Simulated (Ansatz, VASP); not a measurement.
## One calculation of Pd, two programs

Contents of INCAR:

```
SYSTEM = Pd
PREC = Accurate ; ENCUT = 520
EDIFF = 1E-7 ; ISMEAR = -1
SIGMA = 0.05 ; LREAL = .FALSE.
LASPH = .TRUE. ; NELM = 150
ALGO = Normal ; ISIF = 2
LWAVE = .FALSE. ; LCHARG = .FALSE.
ISPIN = 2 ; MAGMOM = 0.6 0.6
LORBIT = 11 ; LMAXMIX = 4
GGA = PE ; NBANDS = 21
```

KPOINTS

```
Automatic mesh
0
G
  14 14 7
  0 0 0
```

File POSCAR:

```
Pd
1.0
    2.8293070111      0.0000000000      0.0000000000
   -1.4146535056      2.4502517468      0.0000000000
    0.0000000000      0.0000000000      4.7047899813
Pd
2
Direct
    0.6666666667      0.3333333333      0.7500000000
    0.3333333333      0.6666666667      0.2500000000
```

Input for Ansatz:

```yaml
crystal:
  lattice:
    - [2.8293070111, 0.0, 0.0]
    - [-1.4146535056, 2.4502517468, 0.0]
    - [0.0, 0.0, 4.7047899813]
  atoms:
    - { symbol: Pd, position: [0.6666666667, 0.3333333333, 0.75], spin: 0.6 }
    - { symbol: Pd, position: [0.3333333333, 0.6666666667, 0.25], spin: 0.6 }
magnetization:
  spin_polarized: true
kpoints:
  mp_grid: { grid: [14, 14, 7] }
scf:
  occupations: { method: fermi_dirac, width: 0.05 }
  lower_state_search: "off"
hamiltonian:
  xc: pbe
  pseudopotentials: { kind: paw }
output:
  forces: true
  stress: true
  eigenvalues: true
  populations: true
  write_density: true
  write_potential: true
  elf: true
  volumetric_format: npy
```

Change from the starting cell: volume scaled by 1.05, PAW files.

Alike in both runs: task single point; functional PBE; k mesh 14 × 14 × 7; occupations fermi-dirac, width 0.05 eV; collinear spin.

|  | VASP | Ansatz |
| --- | --- | --- |
| version | VASP 6.6.1 | Ansatz 0.2.0 |
| potentials or method | VASP PAW PBE potentials, release 64 (Pd) | PAW with Ansatz's default frozen-core files, scalar-relativistic |
| plane-wave cutoff (eV) | 520 | 420 |
| valence electrons in the cell | 20 | 36 |

Ansatz gave:

```
pressure (GPa)                                                : -7.8
traceless stress, the component that is largest in VASP (GPa) : -0.08
net moment per atom (μB)                                      : 0.40
size of the moment on the site where the two differ most (μB) : 0.41
```

Question: What did VASP give for the same quantities?

Answer: Pressure (GPa): -8.0; traceless stress, the component that is largest in VASP (GPa): -0.12; net moment per atom (μB): 0.40; size of the moment on the site where the two differ most (μB): 0.41.

Site moments also hang on the region over which each program counts them. VASP's potentials hold 20 valence electrons a cell and Ansatz's 36, so a difference there can come from the potentials and not from the codes.
